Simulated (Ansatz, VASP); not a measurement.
# One calculation of Zr, two programs

```
Zr
1.0
     3.21031    0.00000    0.00000
    -1.60515    2.78021    0.00000
     0.00000    0.00000    5.11246
Zr
2
Direct
  0.33333 0.66667 0.25000
  0.66667 0.33333 0.75000
```

Change from the starting cell: volume scaled by 0.98.

Alike in both runs: task single point; functional PBEsol; k mesh 13 × 13 × 7; occupations fermi-dirac, width 0.08 eV; no spin polarisation.

|  | VASP | Ansatz |
| --- | --- | --- |
| version | VASP 6.6.1 | Ansatz 0.2.0 |
| potentials or method | VASP PAW PBE potentials, release 64 (Zr_sv), cutoff 520 eV | all-electron LAPW, scalar-relativistic |

```tsv
	VASP	Ansatz	Ansatz less VASP
pressure (GPa)	-1.4	-1.4	-0.03
traceless stress, the component that is largest in VASP (GPa)	0.55	0.55	-0.002
```

VASP's potentials were made for PBE, not for PBEsol. Ansatz ran all-electron here, and VASP with PAW potentials.
